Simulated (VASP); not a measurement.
The system is Sn.

```
Sn
1.0
    -2.94014    2.94014    1.59930
     2.94014   -2.94014    1.59930
     2.94014    2.94014   -1.59930
Sn
2
Direct
  0.00000 0.00000 0.00000
  0.75000 0.25000 0.50000
```

* Program: VASP 6.6.1
* Task: relaxation of cell and atoms
* Functional: PBE
* Potentials or basis: VASP PAW PBE potentials, release 64 (Sn_d)
* Cutoff: 600 eV
* k mesh: 9 × 9 × 9
* Occupations: fermi-dirac, width 0.05 eV
* Spin: no spin polarisation

At the start: pressure 1.4 GPa; volume 27.65 Å³/atom.

Problem. Where does the relaxation end?

Solution. Over 5 steps the energy falls by 3.3 meV/atom and the volume is 28.40 Å³/atom (+2.7 %); space group I4_1/amd (No. 141, to 0.05 Å).

The path:
| step | energy change (eV) | largest force (eV/Å) | pressure (GPa) | volume (Å³) |
| --- | --- | --- | --- | --- |
| 1 | 0.0000 | 0.0000 | 1.38 | 55.30 |
| 2 | -0.0062 | 0.0000 | -0.35 | 57.23 |
| 3 | -0.0066 | 0.0000 | 0.02 | 56.83 |
| 4 | -0.0066 | 0.0000 | -0.05 | 56.86 |
| 5 | -0.0066 | 0.0000 | 0.04 | 56.79 |

Final structure:
```
Sn
1.0
    -2.97009    2.97009    1.60946
     2.97009   -2.97009    1.60946
     2.97009    2.97009   -1.60946
Sn
2
Direct
  0.00000 0.00000 0.00000
  0.75000 0.25000 0.50000
```
